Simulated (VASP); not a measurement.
Input of a VASP 6.6.1 run:

The input INCAR:

```
ALGO = Normal
EDIFF = 1E-7
ENCUT = 520
GGA = PE
ISIF = 2
ISMEAR = 0
LASPH = True
LCHARG = True
LELF = True
LREAL = False
LVHAR = True
LWAVE = False
NBANDS = 17
NELM = 60
PREC = Accurate
SIGMA = 0.1
```

Contents of KPOINTS:

```
k-points
0
Gamma
  4 4 6
```

The input POSCAR:

```
Pt
1.0
    2.4058446195     -2.4059010559      0.0000000000
    2.4058446195      2.4059010559      0.0000000000
    0.0000000000      0.0000000000      2.7298625431
Pt
2
Direct
    0.7500000000      0.2500000000      0.7499949030
    0.2500000000      0.7500000000      0.2500050970
```

Potentials or basis: VASP PAW PBE potentials, release 64 (Pt).

Launch:

```bash
$ cat potpaw_PBE.64/Pt/POTCAR > POTCAR
$ mpirun -np 1 vasp_std > vasp.out
```

**Question.** Predict the band gap on the k mesh.

**Answer.** Zero (bands 10 and 11 overlap by 1.70 eV).

**Question.** Estimate the pressure.

**Answer.** -0.6 GPa.

Caveat: the k points lie up to 0.46 Å⁻¹ apart, too coarse for converged energies and pressures of a metal; spin-orbit coupling is left out, which moves the levels of the heavy elements.
